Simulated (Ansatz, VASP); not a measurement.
**One calculation of InSe, two programs**

The input INCAR:

```
SYSTEM = InSe
PREC = Accurate ; ENCUT = 520
EDIFF = 1E-7 ; ISMEAR = -1
SIGMA = 0.05 ; LREAL = .False.
LASPH = .True. ; NELM = 80
ALGO = Normal ; ISIF = 2
LWAVE = .False. ; LCHARG = .False.
GGA = PS ; IVDW = 12
NBANDS = 27
```

KPOINTS

```
Automatic mesh
0
Gamma
  8 8 8
  0 0 0
```

POSCAR

```
InSe
1.0
    2.0132454191      1.1623477847      8.4958956687
   -2.0132454191      1.1623477847      8.4958956687
    0.0000000000     -2.3246955694      8.4958956687
In Se
2 2
Direct
    0.8886000000      0.8886000000      0.8886000000
    0.0000000000      0.0000000000      0.0000000000
    0.1719000000      0.1719000000      0.1719000000
    0.3835000000      0.3835000000      0.3835000000
```

File input.yaml:

```yaml
crystal:
  lattice:
    - [2.0132454191, 1.1623477847, 8.4958956687]
    - [-2.0132454191, 1.1623477847, 8.4958956687]
    - [0.0, -2.3246955694, 8.4958956687]
  atoms:
    - { symbol: In, position: [0.8886, 0.8886, 0.8886] }
    - { symbol: In, position: [0.0, 0.0, 0.0] }
    - { symbol: Se, position: [0.1719, 0.1719, 0.1719] }
    - { symbol: Se, position: [0.3835, 0.3835, 0.3835] }
hamiltonian:
  xc: pbesol
  pseudopotentials: { kind: paw }
  dispersion: d3bj
kpoints:
  mp_grid: { grid: [8, 8, 8] }
scf:
  occupations: { method: fermi_dirac, width: 0.05 }
output:
  forces: true
  stress: true
  eigenvalues: true
```

Alike in both runs: task single point; functional PBEsol; dispersion D3(BJ); k mesh 8 × 8 × 8; occupations fermi-dirac, width 0.05 eV; no spin polarisation.

|  | VASP | Ansatz |
| --- | --- | --- |
| version | VASP 6.6.1 | Ansatz 0.2.0 |
| potentials or method | VASP PAW PBE potentials, release 64 (In_d, Se) | Ansatz PAW |
| plane-wave cutoff (eV) | 520 | 420 |
| valence electrons in the cell | 38 | 58 |

```tsv
	VASP	Ansatz	Ansatz less VASP
gap on the k mesh at the Fermi level (eV)	0.28	0.29	+0.012
least direct gap on the mesh (eV)	0.28	0.29	+0.012
pressure (GPa)	-2.3	-2.3	-0.06
traceless stress, the component that is largest in VASP (GPa)	-0.63	-0.62	+0.010
rms of the force components (eV/Å)	0.092	0.086	-0.0052
```

VASP's potentials were made for PBE, not for PBEsol. Atom by atom the forces differ by 0.011 eV/Å (rms over components). VASP's potentials hold 38 valence electrons a cell and Ansatz's 58, so a difference there can come from the potentials and not from the codes.
